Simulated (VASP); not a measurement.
Ir, 1 atom in the cell. The typed cell holds 1 atom: a = 2.542 Å, b = 2.611 Å, c = 2.995 Å, α = 58.28°, β = 61.38°, γ = 59.90°. 

* Program: VASP 6.6.1
* Task: single point
* Functional: r2SCAN
* Dispersion: D3(BJ)
* Potentials or basis: VASP PAW PBE potentials, release 64 (Ir)
* Cutoff: 520 eV
* k mesh: 12 × 13 × 11
* Occupations: fermi-dirac, width 0.05 eV
* Spin: no spin polarisation
* Dipole correction: no
* Further INCAR settings: ALGO = Normal; EDIFF = 1e-06; NBANDS = 10

Potentials or basis: VASP PAW PBE potentials, release 64 (Ir).

Run with:

```console
$ cat potpaw_PBE.64/Ir/POTCAR > POTCAR
$ cp INCAR.step1 INCAR
$ mpirun -np 1 vasp_std > vasp.out
$ cp INCAR.step2 INCAR
$ mpirun -np 1 vasp_std > vasp.out
```

Hardware: 1 thread of Intel Xeon 8259CL, on a shared host.

Q: Estimate the wall time of this run.

A: Wall time 9.1 min on 1 thread of Intel Xeon 8259CL, on a shared host, peak memory 0.26 GiB. Counts: k points 859.
